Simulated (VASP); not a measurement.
# Na (Im-3m) in VASP: further runs

Na is run at these levels: PBEsol; tasks: relaxation of cell and atoms.

Everything below comes from runs of VASP 6.6.1. Logs are shortened: lines on timing, memory, paths and dates and some standing lists are left out, and cuts for length are marked.

**1. The cell of the first run**

Symmetry: Im-3m, No. 229, cubic system. Conventional cell: a = 4.282 Å, b = 4.282 Å, c = 4.282 Å, α = 90.00°, β = 90.00°, γ = 90.00°. Na (site symmetry m-3m) has 14 Na at 3.71 to 4.28 Å within 4.9 Å.

**2. Relaxation of cell and atoms, PBEsol, target pressure 2 GPa, at which the enthalpy is minimised**

INCAR

```
SYSTEM = Na
  PREC = Accurate
  ENCUT = 600
  EDIFF = 1E-7
  ISMEAR = -1
  SIGMA = 0.05
  LREAL = .False.
  LASPH = .True.
  NELM = 100
  ALGO = Normal
  ISIF = 3
  LWAVE = .False.
  LCHARG = .False.
  GGA = PS
  IBRION = 2
  NSW = 60
  EDIFFG = -0.01
  PSTRESS = 20.0
```

KPOINTS

```
Automatic mesh
0
Gamma
  9 9 9
  0 0 0
```

POSCAR

```
Na
1.0
   -2.1410000000      2.1410000000      2.1410000000
    2.1410000000     -2.1410000000      2.1410000000
    2.1410000000      2.1410000000     -2.1410000000
Na
1
Direct
    0.0000000000      0.0000000000      0.0000000000
```

Potentials or basis: VASP PAW PBE potentials, release 64 (Na_pv).

On the command line:

```sh
> cat potpaw_PBE.64/Na_pv/POTCAR > POTCAR
> mpirun -np 1 vasp_std > vasp.out
```

OUTCAR:

```text
SYSTEM = Na
   PREC = Accurate
   ENCUT = 600
   EDIFF = 1E-7
   ISMEAR = -1
   LREAL = .False.
   LASPH = .True.
   NELM = 100
   ISIF = 3
   GGA = PS
   IBRION = 2
   NSW = 60
   EDIFFG = -0.01
   PSTRESS = 20.0

 ion  position               nearest neighbor table
   1  0.000  0.000  0.000-

  LATTYP: Found a body centered cubic cell.
 ALAT       =     4.2820000000

  Lattice vectors:

 A1 = (  -2.1410000000,   2.1410000000,   2.1410000000)
 A2 = (   2.1410000000,  -2.1410000000,   2.1410000000)
 A3 = (   2.1410000000,   2.1410000000,  -2.1410000000)

Analysis of symmetry for initial positions (statically):
=====================================================================
 Subroutine PRICEL returns:
 Original cell was already a primitive cell.

 Routine SETGRP: Setting up the symmetry group for a
 body centered cubic supercell.

 Subroutine GETGRP returns: Found 48 space group operations
[... 9 lines left out ...]

 Routine SETGRP: Setting up the symmetry group for a
 body centered cubic supercell.

 Subroutine GETGRP returns: Found 48 space group operations
[... 11 lines left out ...]
                                     Primitive cell

  volume of cell :      39.2564

  direct lattice vectors                    reciprocal lattice vectors
    -2.141000000  2.141000000  2.141000000     0.000000000  0.233535731  0.233535731
     2.141000000 -2.141000000  2.141000000     0.233535731  0.000000000  0.233535731
     2.141000000  2.141000000 -2.141000000     0.233535731  0.233535731  0.000000000

  length of vectors
     3.708320779  3.708320779  3.708320779     0.330269398  0.330269398  0.330269398

  position of ions in fractional coordinates (direct lattice)
     0.000000000  0.000000000  0.000000000

  ion indices of the primitive-cell ions
   primitive index   ion index
                 1           1

----------------------------------------------------------------------------------------

 KPOINTS: Automatic mesh

Automatic generation of k-mesh.
 Grid dimensions read from file:
 generate k-points for:    9    9    9

 Generating k-lattice:

  Cartesian coordinates                     Fractional coordinates (reciprocal lattice)
     0.000000000  0.025948415  0.025948415     0.111111111  0.000000000  0.000000000
     0.025948415  0.000000000  0.025948415     0.000000000  0.111111111  0.000000000
     0.025948415  0.025948415  0.000000000     0.000000000  0.000000000  0.111111111

  Length of vectors
     0.036696600  0.036696600  0.036696600

  Shift w.r.t. Gamma in fractional coordinates (k-lattice)
     0.000000000  0.000000000  0.000000000

 Subroutine IBZKPT returns following result:
 ===========================================

 Found     35 irreducible k-points:

 Following reciprocal coordinates:
            Coordinates               Weight
  0.000000  0.000000  0.000000      1.000000
  0.111111  0.000000  0.000000     12.000000
  0.222222  0.000000  0.000000     12.000000
  0.333333  0.000000  0.000000     12.000000
  0.444444  0.000000  0.000000     12.000000
  0.111111  0.111111  0.000000     24.000000
[... 16 lines left out ...]
 -0.333333  0.444444  0.111111     48.000000
 -0.444444 -0.444444  0.111111     24.000000
 [... further k-points ...]
   k-points           NKPTS =     35   k-points in BZ     NKDIM =     35   number of bands    NBANDS=      7
   number of dos      NEDOS =    301   number of ions     NIONS =      1
   total plane-waves  NPLWV =  27000
   dimension x,y,z NGX =    30 NGY =   30 NGZ =   30
   dimension x,y,z NGXF=    60 NGYF=   60 NGZF=   60
   ions per type =               1
   NGX,Y,Z   is equivalent  to a cutoff of  13.45, 13.45, 13.45 a.u.
   NGXF,Y,Z  is equivalent  to a cutoff of  26.90, 26.90, 26.90 a.u.
 SYSTEM =  Na
   PREC   = accura    normal or accurate (medium, high low for compatibility)
   ISTART =      0    job   : 0-new  1-cont  2-samecut
   ICHARG =      2    charge: 1-file 2-atom 10-const
   ISPIN  =      1    spin polarized calculation?
   LNONCOLLINEAR =      F non collinear calculations
   LSORBIT =      F    spin-orbit coupling
   LASPH  =      T    aspherical Exc in radial PAW
   ENCUT  =  600.0 eV  44.10 Ry    6.64 a.u.   7.41  7.41  7.41*2*pi/ulx,y,z
   NELM   =    100;   NELMIN=  2; NELMDL= -5     # of ELM steps
   EDIFF  = 0.1E-06   stopping-criterion for ELM
   LREAL  =      F    real-space projection
   EDIFFG = -.1E-01   stopping-criterion for IOM
   NSW    =     60    number of steps for IOM
   IBRION =      2    ionic relax: 0-MD 1-quasi-New 2-CG
   NFREE  =      1    steps in history (QN), initial steepest desc. (CG)
   ISIF   =      3    stress and relaxation
   ISYM   =      2    0-nonsym 1-usesym 2-fastsym
   POTIM  = 0.5000    time-step for ionic-motion
   TEBEG  =    0.0;   TEEND  =   0.0 temperature during run
   PSTRESS=   20.0 pullay stress
   NELECT =       7.0000    total number of electrons
   NUPDOWN=      -1.0000    fix difference up-down
   EMIN   =  10.00;   EMAX   =-10.00  energy-range for DOS
   EFERMI =   0.00;   METHOD = LEGACY
   ISMEAR =    -1;   SIGMA  =   0.05  broadening in eV -4-tet -1-fermi 0-gaus
   EFERMI_NEDOS =   21; number of points for ismear=-14 and -15
   IALGO  =     38    algorithm
   IMIX   =      4    mixing-type and parameters
     AMIX     =   0.40;   BMIX     =  1.00
     AMIX_MAG =   1.60;   BMIX_MAG =  1.00
  volume/ion in A,a.u.               =      39.26       264.91
  Fermi-wavevector in a.u.,A,eV,Ry     =   0.921448  1.741284 11.552251  0.849066
  Thomas-Fermi vector in A             =   2.046866
   LORBIT       =      0    0 simple, 1 ext, 2 COOP (PROOUT), +10 PAW based schemes
   GGA     = PS    functional components
   LHFCALC =     F    Hartree Fock is set to
   AEXX    =    0.0000 exact exchange contribution
   IVDW    =     0    specifies the selected vdW correction
   LEPSILON=     F    determine dielectric tensor
   LRPA    =     F    only Hartree local field effects (RPA)
 conjugate gradient relaxation of ions
 non-spin polarized calculation
  energy-cutoff  :      600.00
  volume of cell :       39.26
 maximum number of plane-waves:      1329
 NGX is ok and might be reduce to    30
   NGX = 15   NGY = 15   NGZ = 15

--------------------------------------- Ionic step        1  -------------------------------------------

 number of electron       7.0000007 magnetization

 Free energy of the ion-electron system (eV)
  ---------------------------------------------------
  ext. energy  EPLUGINS =         0.00000000
  ---------------------------------------------------
  free energy    TOTEN  =        -1.40073616 eV

  energy without entropy =       -1.39744146  energy(sigma->0) =       -1.39908881

------------------------ aborting loop because EDIFF is reached ----------------------------------------

  FORCE on cell =-STRESS in cart. coord.  units (eV):
  Direction    XX          YY          ZZ          XY          YZ          ZX
  --------------------------------------------------------------------------------------
  -------------------------------------------------------------------------------------
  Total       -0.1365319     -0.1365319     -0.1365319      0.0000000      0.0000000     -0.0000000
  in kB       -5.5723046     -5.5723046     -5.5723046      0.0000000      0.0000000     -0.0000000
  external PRESSURE =     -25.5723046 kB  Pullay stress =      20.0000000 kB

 VOLUME and BASIS-vectors are now :
 -----------------------------------------------------------------------------
  energy-cutoff  :      600.00
  volume of cell :       39.26
      direct lattice vectors                 reciprocal lattice vectors
    -2.141000000  2.141000000  2.141000000     0.000000000  0.233535731  0.233535731
     2.141000000 -2.141000000  2.141000000     0.233535731  0.000000000  0.233535731
     2.141000000  2.141000000 -2.141000000     0.233535731  0.233535731  0.000000000
[... 81 lines left out ...]
  FREE ENERGIE OF THE ION-ELECTRON SYSTEM (eV)
  ---------------------------------------------------
  free  energy   TOTEN  =        -1.3843504321 eV

  energy  without entropy=       -1.3814171576  energy(sigma->0) =       -1.38288379

  enthalpy is  TOTEN    =        -0.9964732165 eV   P V=        0.3878772157

--------------------------------------- Ionic step        4  -------------------------------------------

 number of electron       7.0000002 magnetization

 Free energy of the ion-electron system (eV)
  ---------------------------------------------------
  ext. energy  EPLUGINS =         0.00000000
  ---------------------------------------------------
  free energy    TOTEN  =        -1.37284635 eV

  energy without entropy =       -1.36996028  energy(sigma->0) =       -1.37140332

 E-fermi :   0.9508     XC(G=0):  -7.0844

 val. band max:        0.8490894341   @ k =  -0.3333   0.4444   0.1111
 cond. band min:       1.0699205777   @ k =   0.4444   0.0000   0.0000
 fundamental gap:      0.2208311436
 Fermi energy:         0.9507512958

 k-point     1 :       0.0000    0.0000    0.0000
  band No.  band energies     occupation
      1     -23.6778      2.00000
      2     -23.6778      2.00000
      3     -23.6778      2.00000
      4      -2.7785      2.00000
      5      14.1320      0.00000
      6      14.1320      0.00000
      7      14.1320      0.00000

 k-point     2 :       0.1111    0.0000    0.0000
  band No.  band energies     occupation
      1     -23.6868      2.00000
      2     -23.6807      2.00000
      3     -23.6778      2.00000
      4      -2.5263      2.00000
      5      11.6717      0.00000
      6      12.9141      0.00000
      7      13.5515      0.00000
[... 201 lines left out ...]
 k-point    23 :      -0.3333    0.4444    0.1111
  band No.  band energies     occupation
      1     -23.7391      2.00000
      2     -23.7092      2.00000
      3     -23.6895      2.00000
      4       0.8491      1.76849
      5       4.9497      0.00000
      6       7.2501      0.00000
      7      11.1536      0.00000

 k-point    24 :      -0.4444   -0.4444    0.1111
  band No.  band energies     occupation
      1     -23.7449      2.00000
      2     -23.7131      2.00000
      3     -23.6895      2.00000
      4       2.3745      0.00000
      5       3.0657      0.00000
      6       6.9929      0.00000
      7      11.0227      0.00000

 [... further k-points ...]
[... 5 lines left out ...]
  --------------------------------------------------------------------------------------
  -------------------------------------------------------------------------------------
  Total        0.3842501      0.3842501      0.3842501      0.0000000     -0.0000000      0.0000000
  in kB       20.4821118     20.4821118     20.4821118      0.0000000     -0.0000000      0.0000000
  external PRESSURE =       0.4821118 kB  Pullay stress =      20.0000000 kB

 VOLUME and BASIS-vectors are now :
 -----------------------------------------------------------------------------
  energy-cutoff  :      600.00
  volume of cell :       30.06
      direct lattice vectors                 reciprocal lattice vectors
    -1.958679142  1.958679142  1.958679142     0.000000000  0.255274072  0.255274072
     1.958679142 -1.958679142  1.958679142     0.255274072  0.000000000  0.255274072
     1.958679142  1.958679142 -1.958679142     0.255274072  0.255274072  0.000000000

 POSITION                                       TOTAL-FORCE (eV/Angst)
 -----------------------------------------------------------------------------------
     -1.95868      1.95868      1.95868         0.000000      0.000000     -0.000000
 -----------------------------------------------------------------------------------
    total drift:                                0.000000      0.000000     -0.000000

  FREE ENERGIE OF THE ION-ELECTRON SYSTEM (eV)
  ---------------------------------------------------
  free  energy   TOTEN  =        -1.3728463532 eV

  energy  without entropy=       -1.3699602785  energy(sigma->0) =       -1.37140332

  enthalpy is  TOTEN    =        -0.9976407631 eV   P V=        0.3752055901

 reached required accuracy - stopping structural energy minimisation
```

Run time: 27 s. Hardware: 1 thread of Intel Xeon Platinum 8259CL at 2.50GHz (Skylake/Cascade Lake), shared host; peak memory 0.15 GiB.

What came out:

```yaml
Free_energy: -1.3728 eV
Relaxed_volume: 30.06 Å³/atom
Relaxed_cell: a = 3.393 Å, b = 3.393 Å, c = 3.393 Å, α = 109.47°, β = 109.47°, γ = 109.47°
Space_group_after_relaxing_to_0.05_Å: Im-3m (No. 229)
Energy_change_on_relaxing_the_enthalpy_is_what_falls: +27.9 meV/atom
Ionic_steps: 4
Pressure_after_relaxing: 2.0 GPa
```

The path:
| step | energy change (eV) | largest force (eV/Å) | pressure (GPa) | volume (Å³) |
| --- | --- | --- | --- | --- |
| 1 | 0.0000 | 0.0000 | -0.56 | 39.26 |
| 2 | -0.0057 | 0.0000 | 0.05 | 35.80 |
| 3 | 0.0164 | 0.0000 | 1.58 | 31.07 |
| 4 | 0.0279 | 0.0000 | 2.05 | 30.06 |

Final structure:
```xyz
1
Lattice="-1.9587 1.9587 1.9587 1.9587 -1.9587 1.9587 1.9587 1.9587 -1.9587" Properties=species:S:1:pos:R:3 pbc="T T T"
Na   -1.9587    1.9587    1.9587
```

Caveat: the cell is relaxed towards a set pressure, so the enthalpy falls and the energy may rise; the volume moved by over 15 % at a fixed basis, so the end points are rough; the PAW data sets were made with another functional, which shifts forces and pressure a little.

**3. Relaxation of cell and atoms, PBEsol, target pressure 5 GPa, at which the enthalpy is minimised**

INCAR

```
ALGO = Normal ; EDIFF = 1E-6
EDIFFG = -0.01 ; ENCUT = 600
GGA = PS ; IBRION = 2
ISIF = 3 ; ISMEAR = -1
LASPH = True ; LCHARG = False
LREAL = False ; LWAVE = False
NELM = 60 ; NSW = 60
PREC = Accurate ; PSTRESS = 50.0
SIGMA = 0.05
```

KPOINTS

```
k-points
0
Gamma
  9 9 9
```

POSCAR is that of step 2.

Potentials or basis: VASP PAW PBE potentials, release 64 (Na_pv).

On the command line:

```sh
> cat potpaw_PBE.64/Na_pv/POTCAR > POTCAR
> mpirun -np 1 vasp_std > vasp.out
```

Run time: 41 s. Hardware: 1 thread of Intel Xeon Platinum 8259CL at 2.50GHz (Skylake/Cascade Lake), shared host; peak memory 0.16 GiB.

The run converged. Its results:

* Free energy: -1.2834 eV
* Relaxed volume: 25.82 Å³/atom
* Relaxed cell: a = 3.225 Å, b = 3.225 Å, c = 3.225 Å, α = 109.47°, β = 109.47°, γ = 109.47°
* Space group after relaxing (to 0.05 Å): Im-3m (No. 229)
* Energy change on relaxing (the enthalpy is what falls): +117.4 meV/atom
* Ionic steps: 6
* Pressure after relaxing: 5.0 GPa

Step by step:
```csv
step,energy change (eV),largest force (eV/Å),pressure (GPa),volume (Å³)
1,0.0000,0.0000,-0.57,39.26
2,0.0083,0.0000,1.20,32.00
3,0.0756,0.0000,3.68,27.36
4,0.1264,0.0000,5.26,25.54
5,0.1173,0.0000,4.91,25.82
6,0.1174,0.0000,5.00,25.82
```

Final structure:
```xyz
1
Lattice="-1.8619 1.8619 1.8619 1.8619 -1.8619 1.8619 1.8619 1.8619 -1.8619" Properties=species:S:1:pos:R:3 pbc="T T T"
Na    1.8619    1.8619   -1.8619
```

Levels at points of the mesh, in eV from the Fermi level:
```
           k point  band 1  band 2  band 3  band 4  band 5  band 6  band 7
(0.00, 0.00, 0.00)  -24.58  -24.58  -24.58   -4.11   14.30   14.30   14.30
```

Caveat: the cell is relaxed towards a set pressure, so the enthalpy falls and the energy may rise; the volume moved by over 15 % at a fixed basis, so the end points are rough; the PAW data sets were made with another functional, which shifts forces and pressure a little.
